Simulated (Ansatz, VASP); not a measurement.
Two plane-wave programs on SiGe3Ru

```
Si Ge Ru
1.0
     3.98105    0.00000    0.00000
    -1.99052    3.44769    0.00000
     0.00000    0.00000    7.75850
Si Ge Ru
1 3 1
Direct
  0.66667 0.33333 0.00000
  0.33333 0.66667 0.18138
  0.33333 0.66667 0.81862
  0.66667 0.33333 0.50000
  0.33333 0.66667 0.50000
```

Alike in both runs: functional PBE; k mesh 6 × 6 × 2; occupations gaussian, width 0.1 eV; no spin polarisation.

Ansatz relaxed the structure, and its values are those at the end. VASP's run is a single point on that final structure, the one shown.

|  | VASP | Ansatz |
| --- | --- | --- |
| version | VASP 6.6.1 | Ansatz 0.2.0 |
| potentials or method | VASP PAW PBE potentials, release 64 (Si, Ge_d, Ru_pv), cutoff 520 eV | scalar-relativistic, plane waves, PAW |
| valence electrons in the cell | 60 | 62 |

|  | VASP | Ansatz | Ansatz less VASP |
| --- | --- | --- | --- |
| gap on the k mesh at the Fermi level (eV) | none | none | - |
| pressure (GPa) | 0.2 | 0.2 | -0.06 |
| rms of the force components (eV/Å) | 0.006 | 0.005 | -0.0009 |

A gap of «none» marks a metal or a gap that the smearing closes. VASP's potentials hold 60 valence electrons a cell and Ansatz's 62, so a difference there can come from the potentials and not from the codes.

The k mesh is coarse, so the values compare programs but aren't converged.
